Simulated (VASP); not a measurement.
# Be (P6_3/mmc) in VASP: elastic constants with LDA

Aim: the elastic constants of Be with LDA.

Program: VASP 6.6.1. These are calculated values, not measurements. Logs are shortened: lines on timing, memory, paths and dates and some standing lists are left out, and cuts for length are marked.

## 1. The cell of the first run

Symmetry: P6_3/mmc, No. 194, hexagonal system. The conventional cell has a = 2.228 Å, b = 2.228 Å, c = 3.512 Å, α = 90.00°, β = 90.00°, γ = 120.00°. Within 2.9 Å of Be (site symmetry -6m2) lie 12 Be at 2.18 to 2.23 Å.

## 2. Elastic constants, LDA

INCAR

```
SYSTEM = Be
PREC = Accurate
ENCUT = 600
EDIFF = 1E-8
ISMEAR = -1
SIGMA = 0.08
LREAL = .False.
LASPH = .True.
NELM = 80
ALGO = Normal
ISIF = 3
LWAVE = .False.
LCHARG = .False.
NBANDS = 9
IBRION = 6
NFREE = 2
POTIM = 0.015
NSW = 1
```

KPOINTS

```
regular mesh
0
Gamma
  24 24 14
  0 0 0
```

POSCAR

```
Be
1.0
    2.2280546683      0.0000000000      0.0000000000
   -1.1140273342      1.9295519438      0.0000000000
    0.0000000000      0.0000000000      3.5124917384
Be
2
Direct
    0.3333333333      0.6666666667      0.2500000000
    0.6666666667      0.3333333333      0.7500000000
```

Potentials or basis: VASP PAW LDA potentials, release 64 (Be).

Run with:

```sh
$ cat potpaw_LDA.64/Be/POTCAR > POTCAR
$ mpirun -np 1 vasp_std > vasp.out
```

OUTCAR:

```text
SYSTEM = Be
   PREC = Accurate
   ENCUT = 600
   EDIFF = 1E-8
   ISMEAR = -1
   LREAL = .False.
   LASPH = .True.
   NELM = 80
   ISIF = 3
   IBRION = 6
   NFREE = 2
   POTIM = 0.015
   NSW = 1

 ion  position               nearest neighbor table
   1  0.333  0.667  0.250-   2 2.18   2 2.18   2 2.18   2 2.18   2 2.18   2 2.18
   2  0.667  0.333  0.750-   1 2.18   1 2.18   1 2.18   1 2.18   1 2.18   1 2.18

  LATTYP: Found a hexagonal cell.
 ALAT       =     2.2280546683
 C/A-ratio  =     1.5764836422

  Lattice vectors:

 A1 = (   2.2280546683,   0.0000000000,   0.0000000000)
 A2 = (  -1.1140273342,   1.9295519438,   0.0000000000)
 A3 = (   0.0000000000,   0.0000000000,   3.5124917384)

Analysis of symmetry for initial positions (statically):
=====================================================================
 Subroutine PRICEL returns:
 Original cell was already a primitive cell.

 Routine SETGRP: Setting up the symmetry group for a
 hexagonal supercell.

 Subroutine GETGRP returns: Found 24 space group operations
 (whereof 12 operations were pure point group operations)
 out of a pool of 24 trial point group operations.

The static configuration has the point symmetry D_3d.
 The point group associated with its full space group is D_6h.

Analysis of symmetry for dynamics (positions and initial velocities):
=====================================================================
 Subroutine PRICEL returns:
 Original cell was already a primitive cell.

 Routine SETGRP: Setting up the symmetry group for a
 hexagonal supercell.

 Subroutine GETGRP returns: Found 24 space group operations
 (whereof 12 operations were pure point group operations)
 out of a pool of 24 trial point group operations.

The dynamic configuration has the point symmetry D_3d.
 The point group associated with its full space group is D_6h.

 Subroutine INISYM returns: Found 24 space group operations
 (whereof 12 operations are pure point group operations),
 and found     1 'primitive' translations

----------------------------------------------------------------------------------------

                                     Primitive cell

  volume of cell :      15.1007

  direct lattice vectors                    reciprocal lattice vectors
     2.228054668  0.000000000  0.000000000     0.448822021  0.259127515  0.000000000
    -1.114027334  1.929551944  0.000000000     0.000000000  0.518255030  0.000000000
     0.000000000  0.000000000  3.512491738     0.000000000  0.000000000  0.284698179

  length of vectors
     2.228054668  2.228054668  3.512491738     0.518255030  0.518255030  0.284698179

  position of ions in fractional coordinates (direct lattice)
     0.333333333  0.666666667  0.250000000
     0.666666667  0.333333333  0.750000000

  ion indices of the primitive-cell ions
   primitive index   ion index
                 1           1
                 2           2

----------------------------------------------------------------------------------------

 KPOINTS: regular mesh

Automatic generation of k-mesh.
 Grid dimensions read from file:
 generate k-points for:   24   24   14

 Generating k-lattice:

[... 116 lines left out ...]
  --------------------------------------------------------------------------------------
  -------------------------------------------------------------------------------------
  Total        0.0405565      0.0405565      0.0440152     -0.0000000      0.0000000      0.0000000
  in kB        4.3030165      4.3030165      4.6699906     -0.0000000      0.0000000      0.0000000
  external PRESSURE =       4.4253412 kB  Pullay stress =       0.0000000 kB
[... 89 lines left out ...]
  FREE ENERGIE OF THE ION-ELECTRON SYSTEM (eV)
  ---------------------------------------------------
  free  energy   TOTEN  =        -8.4156544744 eV

  energy  without entropy=       -8.4122365418  energy(sigma->0) =       -8.41394551

[... ionic steps 4 to 14 ...]

--------------------------------------- Ionic step       15  -------------------------------------------

 number of electron       4.0000000 magnetization

------------------------ aborting loop because EDIFF is reached ----------------------------------------
[... 67 lines left out ...]
--------------------------------------- Ionic step       17  -------------------------------------------

 number of electron       4.0000000 magnetization

 Free energy of the ion-electron system (eV)
  ---------------------------------------------------
  ext. energy  EPLUGINS =         0.00000000
  ---------------------------------------------------
  free energy    TOTEN  =        -8.41881653 eV

  energy without entropy =       -8.41511280  energy(sigma->0) =       -8.41696466

 E-fermi :   7.1258     XC(G=0): -10.7736

 val. band max:        7.1149573179   @ k =   0.2917   0.2917   0.0714
 cond. band min:       7.1660647530   @ k =   0.2917   0.2500   0.0000
 fundamental gap:      0.0511074351
 Fermi energy:         7.1258129412

 k-point     1 :       0.0000    0.0000    0.0000
  band No.  band energies     occupation
      1      -4.3015      2.00000
      2       2.5312      2.00000
      3       8.5169      0.00000
      4      23.4860      0.00000
      5      23.4860      0.00000
      6      26.4073      0.00000
      7      26.4073      0.00000
      8      28.4653      0.00000
      9      35.1669      0.00000
[... 265 lines left out ...]
 k-point    24 :       0.4583    0.0417    0.0000
  band No.  band energies     occupation
      1       1.8979      2.00000
      2       4.2315      2.00000
      3      10.6986      0.00000
      4      14.0614      0.00000
      5      14.1542      0.00000
      6      15.7683      0.00000
      7      18.6515      0.00000
      8      24.3666      0.00000
      9      27.9660      0.00000

 [... further k-points ...]

------------------------ aborting loop because EDIFF is reached ----------------------------------------

  FORCE on cell =-STRESS in cart. coord.  units (eV):
  Direction    XX          YY          ZZ          XY          YZ          ZX
  --------------------------------------------------------------------------------------
  -------------------------------------------------------------------------------------
  Total        0.0415618      0.0415618      0.0482087     -0.0000000      0.0000000      0.0000000
  in kB        4.4096795      4.4096795      5.1149113     -0.0000000      0.0000000      0.0000000
  external PRESSURE =       4.6447568 kB  Pullay stress =       0.0000000 kB
[... 17 lines left out ...]
  FREE ENERGIE OF THE ION-ELECTRON SYSTEM (eV)
  ---------------------------------------------------
  free  energy   TOTEN  =        -8.4188165274 eV

  energy  without entropy=       -8.4151128015  energy(sigma->0) =       -8.41696466

 INTERNAL STRAIN TENSORS FROM STRAINED CELLS
 ============================================

 INTERNAL STRAIN TENSOR FOR ION    1 for displacements in x,y,z  (eV/Angst):
          X           Y           Z          XY          YZ          ZX
  --------------------------------------------------------------------------------
  x     0.00000    -0.00000    -0.00000    -2.80942    -0.00000     0.00000
  y    -2.80951     2.80800     0.00000    -0.00001     0.00001    -0.00001
  z     0.00000    -0.00000     0.00000     0.00000     0.00018     0.00000

 INTERNAL STRAIN TENSORS FROM DISPLACED ATOMS
 ============================================

 INTERNAL STRAIN TENSOR FOR ION    1 for displacements in x,y,z  (eV/Angst):
          X           Y           Z          XY          YZ          ZX
  --------------------------------------------------------------------------------
  x     0.00000    -0.00000    -0.00000    -2.86875     0.00000     0.00000
  y    -2.86875     2.86875     0.00000    -0.00000     0.00000     0.00000
  z    -0.00000     0.00000    -0.00000     0.00000     0.00000     0.00000

 INTERNAL STRAIN TENSOR FOR ION    2 for displacements in x,y,z  (eV/Angst):
          X           Y           Z          XY          YZ          ZX
  --------------------------------------------------------------------------------
  x    -0.00000     0.00000     0.00000     2.86875     0.00000     0.00000
  y     2.86875    -2.86875    -0.00000     0.00000     0.00000     0.00000
  z     0.00000     0.00000     0.00000     0.00000     0.00000     0.00000

 Eigenvectors and eigenvalues of the dynamical matrix
 ----------------------------------------------------

   1 f  =   21.455170 THz   134.806811 2PiTHz  715.667449 cm-1    88.731415 meV
             X         Y         Z           dx          dy          dz
     -0.000000  1.286368  0.878123     0.000000    0.000000   -0.707107
      1.114027  0.643184  2.634369     0.000000    0.000000    0.707107
[... 16 lines left out ...]
   5 f  =    0.000000 THz     0.000000 2PiTHz    0.000000 cm-1     0.000000 meV
             X         Y         Z           dx          dy          dz
     -0.000000  1.286368  0.878123     0.000000    0.000000    0.707107
      1.114027  0.643184  2.634369     0.000000    0.000000    0.707107

   6 f/i=    0.000000 THz     0.000001 2PiTHz    0.000004 cm-1     0.000001 meV
             X         Y         Z           dx          dy          dz
     -0.000000  1.286368  0.878123    -0.670456    0.224696    0.000000
      1.114027  0.643184  2.634369    -0.670456    0.224696    0.000000

--------------------------------------------------------------------------------------------------------

 ELASTIC MODULI CONTR FROM IONIC RELAXATION (kBar)
 Direction    XX          YY          ZZ          XY          YZ          ZX
 --------------------------------------------------------------------------------
 XX        -229.6663    229.6663      0.0000      0.0000      0.0000      0.0000
 YY         229.6663   -229.6663     -0.0000      0.0000      0.0000      0.0000
 ZZ           0.0000     -0.0000     -0.0000     -0.0000      0.0000      0.0000
 XY           0.0000      0.0000     -0.0000   -229.6663      0.0000      0.0000
 YZ           0.0000      0.0000      0.0000      0.0000      0.0000      0.0000
 ZX           0.0000      0.0000      0.0000      0.0000      0.0000      0.0000
 --------------------------------------------------------------------------------

 TOTAL ELASTIC MODULI (kBar)
 Direction    XX          YY          ZZ          XY          YZ          ZX
 --------------------------------------------------------------------------------
 XX        3009.9843    660.3487    129.3150     -0.0000     -0.0000      0.0000
 YY         660.3487   3009.9843    129.3150     -0.0000      0.0000      0.0000
 ZZ         129.3150    129.3150   4063.8349     -0.0000      0.0000      0.0000
 XY          -0.0000     -0.0000     -0.0000   1174.8178     -0.0000     -0.0000
 YZ          -0.0000      0.0000      0.0000      0.0000   1765.0999     -0.0000
 ZX           0.0000      0.0000      0.0000     -0.0000     -0.0000   1765.0999
 --------------------------------------------------------------------------------
```

It took 37 min on 1 thread of Intel Xeon 8259CL, shared host; peak memory 0.72 GiB.

What came out:

```
Voigt bulk modulus            : 132 GPa
Highest phonon frequency at Γ : 716 cm⁻¹
```

Phonon frequencies in cm⁻¹ (negative: imaginary):
| q point | frequencies |
| --- | --- |
| (0.000, 0.000, 0.000) | 0 0 0 479 479 716 |

Elastic tensor in Voigt notation (GPa, in the Cartesian axes of the cell as first typed):
```
301  66  13   0   0   0
 66 301  13   0   0   0
 13  13 406   0   0   0
  0   0   0 177   0   0
  0   0   0   0 177   0
  0   0   0   0   0 117
```

Clamped-ion elastic tensor (GPa):
```
324  43  13   0   0   0
 43 324  13   0   0   0
 13  13 406   0   0   0
  0   0   0 177   0   0
  0   0   0   0 177   0
  0   0   0   0   0 140
```
